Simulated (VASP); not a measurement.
# K2S (Fm-3m) in VASP: settings compared

Aim: see how the results for K2S move with the level of theory and the settings. Levels: LDA, PBEsol. Tasks: single point.

Everything below comes from runs of VASP 6.6.1. Logs are shortened: lines on timing, memory, paths and dates and some standing lists are left out, and cuts for length are marked.

### 1 The cell of the first run

Symmetry: Fm-3m, No. 225, cubic system. The conventional cell has a = 7.193 Å, b = 7.193 Å, c = 7.193 Å, α = 90.00°, β = 90.00°, γ = 90.00°. Within 4.1 Å of K (site symmetry -43m) lie 4 S at 3.11 Å and 6 K at 3.60 Å. S (site symmetry m-3m) has 8 K at 3.11 Å within 4.1 Å.

### 2 Single point, LDA

INCAR reads:

```
SYSTEM = K2S
ALGO     = Normal         ! electronic algorithm
EDIFF    = 1E-6           ! SCF threshold, eV
ENCUT    = 500            ! plane-wave cutoff, eV
GGA_COMPAT= .FALSE.      
ISIF     = 2              ! what is computed and relaxed
ISMEAR   = -1             ! smearing method
LASPH    = .TRUE.         ! aspherical terms in the spheres
LCHARG   = .FALSE.        ! write CHGCAR
LREAL    = .FALSE.        ! projectors in reciprocal space
LWAVE    = .FALSE.        ! write WAVECAR
NBANDS   = 19             ! bands
NELM     = 120            ! most SCF steps
PREC     = Accurate       ! precision mode
SIGMA    = 0.02           ! smearing width, eV
```

KPOINTS reads:

```
k-points
0
G
  6 6 6
  0 0 0
```

POSCAR reads:

```
K2S
1.0
    0.0000000000      3.5964773063      3.5964773063
    3.5964773063      0.0000000000      3.5964773063
    3.5964773063      3.5964773063      0.0000000000
K S
2 1
Direct
    0.2500000000      0.2500000000      0.2500000000
    0.7500000000      0.7500000000      0.7500000000
    0.0000000000      0.0000000000      0.0000000000
```

Potentials or basis: VASP PAW LDA potentials, release 64 (K_sv, S).

On the command line:

```sh
$ cat potpaw_LDA.64/K_sv/POTCAR potpaw_LDA.64/S/POTCAR > POTCAR
$ mpirun -np 1 vasp_std > vasp.out
```

OUTCAR:

```text
SYSTEM = K2S
   EDIFF = 1E-6
   ENCUT = 500
   ISIF = 2
   ISMEAR = -1
   LASPH = .TRUE.
   LREAL = .FALSE.
   NELM = 120
   PREC = Accurate

 ion  position               nearest neighbor table
   1  0.250  0.250  0.250-   3 3.11   3 3.11   3 3.11   3 3.11   2 3.60   2 3.60   2 3.60   2 3.60
                             2 3.60   2 3.60
   2  0.750  0.750  0.750-   3 3.11   3 3.11   3 3.11   3 3.11   1 3.60   1 3.60   1 3.60   1 3.60
                             1 3.60   1 3.60
   3  0.000  0.000  0.000-   2 3.11   2 3.11   2 3.11   1 3.11   2 3.11   1 3.11   1 3.11   1 3.11

  LATTYP: Found a face centered cubic cell.
 ALAT       =     7.1929546126

  Lattice vectors:

 A1 = (   0.0000000000,   3.5964773063,   3.5964773063)
 A2 = (   3.5964773063,   0.0000000000,   3.5964773063)
 A3 = (   3.5964773063,   3.5964773063,   0.0000000000)

Analysis of symmetry for initial positions (statically):
=====================================================================
 Subroutine PRICEL returns:
 Original cell was already a primitive cell.

 Routine SETGRP: Setting up the symmetry group for a
 face centered cubic supercell.

 Subroutine GETGRP returns: Found 48 space group operations
 (whereof 48 operations were pure point group operations)
 out of a pool of 48 trial point group operations.

The static configuration has the point symmetry O_h .

Analysis of symmetry for dynamics (positions and initial velocities):
=====================================================================
 Subroutine PRICEL returns:
 Original cell was already a primitive cell.

 Routine SETGRP: Setting up the symmetry group for a
 face centered cubic supercell.

 Subroutine GETGRP returns: Found 48 space group operations
 (whereof 48 operations were pure point group operations)
 out of a pool of 48 trial point group operations.

The dynamic configuration has the point symmetry O_h .

 Subroutine INISYM returns: Found 48 space group operations
 (whereof 48 operations are pure point group operations),
 and found     1 'primitive' translations

----------------------------------------------------------------------------------------

                                     Primitive cell

  volume of cell :      93.0383

  direct lattice vectors                    reciprocal lattice vectors
     0.000000000  3.596477306  3.596477306    -0.139024928  0.139024928  0.139024928
     3.596477306  0.000000000  3.596477306     0.139024928 -0.139024928  0.139024928
     3.596477306  3.596477306  0.000000000     0.139024928  0.139024928 -0.139024928

  length of vectors
     5.086186983  5.086186983  5.086186983     0.240798240  0.240798240  0.240798240

  position of ions in fractional coordinates (direct lattice)
     0.250000000  0.250000000  0.250000000
     0.750000000  0.750000000  0.750000000
     0.000000000  0.000000000  0.000000000

  ion indices of the primitive-cell ions
   primitive index   ion index
                 1           1
                 2           2
                 3           3

----------------------------------------------------------------------------------------

 KPOINTS: k-points

Automatic generation of k-mesh.
 Grid dimensions read from file:
 generate k-points for:    6    6    6

 Generating k-lattice:

  Cartesian coordinates                     Fractional coordinates (reciprocal lattice)
    -0.023170821  0.023170821  0.023170821     0.166666667  0.000000000  0.000000000
     0.023170821 -0.023170821  0.023170821     0.000000000  0.166666667  0.000000000
     0.023170821  0.023170821 -0.023170821     0.000000000  0.000000000  0.166666667

  Length of vectors
     0.040133040  0.040133040  0.040133040

  Shift w.r.t. Gamma in fractional coordinates (k-lattice)
     0.000000000  0.000000000  0.000000000

 Subroutine IBZKPT returns following result:
 ===========================================

 Found     16 irreducible k-points:

 Following reciprocal coordinates:
            Coordinates               Weight
  0.000000  0.000000  0.000000      1.000000
  0.166667  0.000000  0.000000      8.000000
  0.333333  0.000000  0.000000      8.000000
  0.500000  0.000000  0.000000      4.000000
  0.166667  0.166667  0.000000      6.000000
  0.333333  0.166667  0.000000     24.000000
[... 8 lines left out ...]
 -0.333333  0.333333  0.166667     24.000000
 -0.333333  0.500000  0.166667     12.000000
   k-points           NKPTS =     16   k-points in BZ     NKDIM =     16   number of bands    NBANDS=     19
   number of dos      NEDOS =    301   number of ions     NIONS =      3
   total plane-waves  NPLWV =  64000
   dimension x,y,z NGX =    40 NGY =   40 NGZ =   40
   dimension x,y,z NGXF=    80 NGYF=   80 NGZF=   80
   ions per type =               2   1
   NGX,Y,Z   is equivalent  to a cutoff of  13.07, 13.07, 13.07 a.u.
   NGXF,Y,Z  is equivalent  to a cutoff of  26.15, 26.15, 26.15 a.u.
 SYSTEM =  K2S
   PREC   = accura    normal or accurate (medium, high low for compatibility)
   ISTART =      0    job   : 0-new  1-cont  2-samecut
   ICHARG =      2    charge: 1-file 2-atom 10-const
   ISPIN  =      1    spin polarized calculation?
   LNONCOLLINEAR =      F non collinear calculations
   LSORBIT =      F    spin-orbit coupling
   LASPH  =      T    aspherical Exc in radial PAW
   ENCUT  =  500.0 eV  36.75 Ry    6.06 a.u.   9.27  9.27  9.27*2*pi/ulx,y,z
   NELM   =    120;   NELMIN=  2; NELMDL= -5     # of ELM steps
   EDIFF  = 0.1E-05   stopping-criterion for ELM
   LREAL  =      F    real-space projection
   EDIFFG = 0.1E-04   stopping-criterion for IOM
   NSW    =      0    number of steps for IOM
   IBRION =     -1    ionic relax: 0-MD 1-quasi-New 2-CG
   NFREE  =      0    steps in history (QN), initial steepest desc. (CG)
   ISIF   =      2    stress and relaxation
   ISYM   =      2    0-nonsym 1-usesym 2-fastsym
   POTIM  = 0.5000    time-step for ionic-motion
   TEBEG  =    0.0;   TEEND  =   0.0 temperature during run
   PSTRESS=    0.0 pullay stress
   NELECT =      24.0000    total number of electrons
   NUPDOWN=      -1.0000    fix difference up-down
   EMIN   =  10.00;   EMAX   =-10.00  energy-range for DOS
   EFERMI =   0.00;   METHOD = LEGACY
   ISMEAR =    -1;   SIGMA  =   0.02  broadening in eV -4-tet -1-fermi 0-gaus
   EFERMI_NEDOS =   21; number of points for ismear=-14 and -15
   IALGO  =     38    algorithm
   IMIX   =      4    mixing-type and parameters
     AMIX     =   0.40;   BMIX     =  1.00
     AMIX_MAG =   1.60;   BMIX_MAG =  1.00
  volume/ion in A,a.u.               =      31.01       209.28
  Fermi-wavevector in a.u.,A,eV,Ry     =   1.042136  1.969352 14.776585  1.086048
  Thomas-Fermi vector in A             =   2.176788
   LORBIT       =      0    0 simple, 1 ext, 2 COOP (PROOUT), +10 PAW based schemes
   GGA     = CA    functional components
   LHFCALC =     F    Hartree Fock is set to
   AEXX    =    0.0000 exact exchange contribution
   IVDW    =     0    specifies the selected vdW correction
   LEPSILON=     F    determine dielectric tensor
   LRPA    =     F    only Hartree local field effects (RPA)
 non-spin polarized calculation
  energy-cutoff  :      500.00
  volume of cell :       93.04
 maximum number of plane-waves:      2397
 NGX is ok and might be reduce to    40
   NGX = 19   NGY = 19   NGZ = 19

 number of electron      24.0000003 magnetization

 Free energy of the ion-electron system (eV)
  ---------------------------------------------------
  ext. energy  EPLUGINS =         0.00000000
  ---------------------------------------------------
  free energy    TOTEN  =       -10.40678873 eV

  energy without entropy =      -10.40678873  energy(sigma->0) =      -10.40678873

 E-fermi :   0.2109     XC(G=0):  -8.1495

 val. band max:       -0.3040234346   @ k =   0.5000   0.5000   0.0000
 cond. band min:       2.0099378795   @ k =   0.0000   0.0000   0.0000
 fundamental gap:      2.3139613141
 Fermi energy:         0.2108561022

 k-point     1 :       0.0000    0.0000    0.0000
  band No.  band energies     occupation
      1     -28.9803      2.00000
      2     -28.8552      2.00000
      3     -12.8491      2.00000
      4     -12.8491      2.00000
      5     -12.8491      2.00000
      6     -12.5292      2.00000
[... 11 lines left out ...]
     18       7.2715      0.00000
     19       8.3272      0.00000

 k-point     2 :       0.1667    0.0000    0.0000
  band No.  band energies     occupation
      1     -28.9715      2.00000
      2     -28.8632      2.00000
      3     -12.8438      2.00000
      4     -12.8310      2.00000
      5     -12.8310      2.00000
      6     -12.5980      2.00000
[... 11 lines left out ...]
     18       7.3956      0.00000
     19       7.8285      0.00000

 k-point     3 :       0.3333    0.0000    0.0000
  band No.  band energies     occupation
      1     -28.9477      2.00000
      2     -28.8853      2.00000
      3     -12.8507      2.00000
      4     -12.7793      2.00000
      5     -12.7793      2.00000
      6     -12.7047      2.00000
[... 11 lines left out ...]
     18       7.3925      0.00000
     19       7.3925      0.00000

 k-point     4 :       0.5000    0.0000    0.0000
  band No.  band energies     occupation
      1     -28.9162      2.00000
      2     -28.9160      2.00000
      3     -12.8738      2.00000
      4     -12.7330      2.00000
      5     -12.7103      2.00000
      6     -12.7103      2.00000
[... 11 lines left out ...]
     18       7.2999      0.00000
     19       7.4751      0.00000

 k-point     5 :       0.1667    0.1667    0.0000
  band No.  band energies     occupation
      1     -28.9693      2.00000
      2     -28.8651      2.00000
      3     -12.8720      2.00000
      4     -12.8720      2.00000
      5     -12.7486      2.00000
      6     -12.7059      2.00000
[... 11 lines left out ...]
     18       7.1687      0.00000
     19       7.1687      0.00000

 k-point     6 :       0.3333    0.1667    0.0000
  band No.  band energies     occupation
      1     -28.9525      2.00000
      2     -28.8804      2.00000
      3     -12.9059      2.00000
      4     -12.8694      2.00000
      5     -12.8331      2.00000
      6     -12.6552      2.00000
[... 11 lines left out ...]
     18       7.1312      0.00000
     19       7.9624      0.00000

 k-point     7 :       0.5000    0.1667    0.0000
  band No.  band energies     occupation
      1     -28.9262      2.00000
      2     -28.9055      2.00000
      3     -12.9812      2.00000
      4     -12.8429      2.00000
      5     -12.8197      2.00000
      6     -12.6186      2.00000
[... 11 lines left out ...]
     18       7.0416      0.00000
     19       7.9369      0.00000

 k-point     8 :      -0.3333    0.1667    0.0000
  band No.  band energies     occupation
      1     -28.9340      2.00000
      2     -28.8980      2.00000
      3     -12.9745      2.00000
      4     -12.8107      2.00000
      5     -12.7335      2.00000
      6     -12.7004      2.00000
[... 80 lines left out ...]
 k-point    12 :      -0.3333    0.3333    0.0000
  band No.  band energies     occupation
      1     -28.9155      2.00000
      2     -28.9154      2.00000
      3     -13.0920      2.00000
      4     -12.8839      2.00000
      5     -12.8395      2.00000
      6     -12.5943      2.00000
[... 11 lines left out ...]
     18       7.2597      0.00000
     19       7.8987      0.00000

 k-point    13 :       0.5000    0.5000    0.0000
  band No.  band energies     occupation
      1     -28.9359      2.00000
      2     -28.8945      2.00000
      3     -13.1626      2.00000
      4     -12.9393      2.00000
      5     -12.9393      2.00000
      6     -12.4769      2.00000
[... 11 lines left out ...]
     18       7.3500      0.00000
     19       7.7979      0.00000

 k-point    14 :       0.5000    0.3333    0.1667
  band No.  band energies     occupation
      1     -28.9366      2.00000
      2     -28.8950      2.00000
      3     -13.0268      2.00000
      4     -12.9173      2.00000
      5     -12.8092      2.00000
      6     -12.6188      2.00000
[... 11 lines left out ...]
     18       7.3748      0.00000
     19       7.7334      0.00000

 k-point    15 :      -0.3333    0.3333    0.1667
  band No.  band energies     occupation
      1     -28.9155      2.00000
      2     -28.9154      2.00000
      3     -13.0822      2.00000
      4     -12.9421      2.00000
      5     -12.7193      2.00000
      6     -12.7154      2.00000
[... 11 lines left out ...]
     18       7.0176      0.00000
     19       7.9188      0.00000

 k-point    16 :      -0.3333    0.5000    0.1667
  band No.  band energies     occupation
      1     -28.9256      2.00000
      2     -28.9049      2.00000
      3     -13.1376      2.00000
      4     -12.9672      2.00000
      5     -12.8283      2.00000
      6     -12.5974      2.00000
[... 11 lines left out ...]
     18       7.2751      0.00000
     19       7.8740      0.00000

------------------------ aborting loop because EDIFF is reached ----------------------------------------

  FORCE on cell =-STRESS in cart. coord.  units (eV):
  Direction    XX          YY          ZZ          XY          YZ          ZX
  --------------------------------------------------------------------------------------
  -------------------------------------------------------------------------------------
  Total        0.0316260      0.0316260      0.0316260      0.0000000      0.0000000      0.0000000
  in kB        0.5446193      0.5446193      0.5446193      0.0000000      0.0000000      0.0000000
  external PRESSURE =       0.5446193 kB  Pullay stress =       0.0000000 kB

 VOLUME and BASIS-vectors are now :
 -----------------------------------------------------------------------------
  energy-cutoff  :      500.00
  volume of cell :       93.04
      direct lattice vectors                 reciprocal lattice vectors
     0.000000000  3.596477306  3.596477306    -0.139024928  0.139024928  0.139024928
     3.596477306  0.000000000  3.596477306     0.139024928 -0.139024928  0.139024928
     3.596477306  3.596477306  0.000000000     0.139024928  0.139024928 -0.139024928

 POSITION                                       TOTAL-FORCE (eV/Angst)
 -----------------------------------------------------------------------------------
      1.79824      1.79824      1.79824        -0.000000     -0.000000     -0.000000
      5.39472      5.39472      5.39472         0.000000      0.000000      0.000000
      0.00000      0.00000      0.00000        -0.000000      0.000000      0.000000
 -----------------------------------------------------------------------------------
    total drift:                               -0.000000     -0.000000      0.000000

  FREE ENERGIE OF THE ION-ELECTRON SYSTEM (eV)
  ---------------------------------------------------
  free  energy   TOTEN  =       -10.4067887324 eV

  energy  without entropy=      -10.4067887324  energy(sigma->0) =      -10.40678873
```

It took 58 s on 1 thread of Intel Xeon 8259CL, shared host; peak memory 0.2 GiB.

Results:

```yaml
Free_energy: -10.4068 eV
Pressure: 0.1 GPa
Band_gap_on_the_k_mesh: 2.31 eV (least direct gap 2.62 eV)
```

(Part 1 of 2 ends here.)
